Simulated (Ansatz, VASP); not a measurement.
## Two plane-wave programs on Ti2C

The input POSCAR:

```
Ti2C
1.0
    0.0000000000      4.3124976225      4.3124976225
    4.3124976225      0.0000000000      4.3124976225
    4.3124976225      4.3124976225      0.0000000000
Ti C
8 4
Direct
    0.8568108600      0.3810630500      0.3810630500
    0.3810630500      0.3810630500      0.3810630500
    0.3810630500      0.3810630500      0.8568108600
    0.8689369500      0.3931891400      0.8689369500
    0.8689369500      0.8689369500      0.8689369500
    0.3931891400      0.8689369500      0.8689369500
    0.8689369500      0.8689369500      0.3931891400
    0.3810630500      0.8568108600      0.3810630500
    0.6250000000      0.6250000000      0.6250000000
    0.1250000000      0.6250000000      0.6250000000
    0.6250000000      0.6250000000      0.1250000000
    0.6250000000      0.1250000000      0.6250000000
```

INCAR.step1

```
ALGO = Normal
EDIFF = 1E-4
ENCUT = 520
GGA = PE
ISMEAR = 0
LASPH = T
LCHARG = F
LREAL = F
LWAVE = T
NBANDS = 68
NELM = 80
PREC = Accurate
SIGMA = 0.1
```

The input INCAR.step2:

```
ALGO = Normal
EDIFF = 1E-7
ENCUT = 520
ISIF = 2
ISMEAR = 0
ISTART = 1
LASPH = T
LCHARG = F
LMIXTAU = T
LREAL = F
LWAVE = F
METAGGA = R2SCAN
NBANDS = 68
NELM = 80
PREC = Accurate
SIGMA = 0.1
```

The input KPOINTS:

```
k-points
0
Gamma
  4 4 4
```

Input for Ansatz:

```yaml
crystal:
  lattice:
    - [0.0, 4.3124976225, 4.3124976225]
    - [4.3124976225, 0.0, 4.3124976225]
    - [4.3124976225, 4.3124976225, 0.0]
  atoms:
    - { symbol: Ti, position: [0.85681086, 0.38106305, 0.38106305] }
    - { symbol: Ti, position: [0.38106305, 0.38106305, 0.38106305] }
    - { symbol: Ti, position: [0.38106305, 0.38106305, 0.85681086] }
    - { symbol: Ti, position: [0.86893695, 0.39318914, 0.86893695] }
    - { symbol: Ti, position: [0.86893695, 0.86893695, 0.86893695] }
    - { symbol: Ti, position: [0.39318914, 0.86893695, 0.86893695] }
    - { symbol: Ti, position: [0.86893695, 0.86893695, 0.39318914] }
    - { symbol: Ti, position: [0.38106305, 0.85681086, 0.38106305] }
    - { symbol: C, position: [0.625, 0.625, 0.625] }
    - { symbol: C, position: [0.125, 0.625, 0.625] }
    - { symbol: C, position: [0.625, 0.625, 0.125] }
    - { symbol: C, position: [0.625, 0.125, 0.625] }
basis:
  ecutwfc: 500
kpoints:
  mp_grid: { grid: [4, 4, 4] }
hamiltonian:
  xc: r2scan
scf:
  occupations: { method: gaussian, width: 0.1 }
output:
  forces: true
  stress: true
  eigenvalues: true
```

Alike in both runs: task single point; functional r2SCAN; k mesh 4 × 4 × 4; occupations gaussian, width 0.1 eV; no spin polarisation.

```csv
,VASP,Ansatz
version,VASP 6.6.1,Ansatz 0.2.0
potentials or method,"VASP PAW PBE potentials, release 64 (Ti_sv, C), cutoff 520 eV","scalar-relativistic, plane waves, PAW"
valence electrons in the cell,112,112
```

VASP gave:

```
gap on the k mesh at the Fermi level (eV) : none
pressure (GPa)                            : 0.1
rms of the force components (eV/Å)        : 0.006
```

Question: Which values does Ansatz return?

Answer: gap on the k mesh at the Fermi level (eV): none; pressure (GPa): -0.6; rms of the force components (eV/Å): 0.049.

VASP's potentials were made for PBE, not for r2SCAN. Atom by atom the forces differ by 0.043 eV/Å (rms over components). A gap of «none» marks a metal or a gap that the smearing closes.
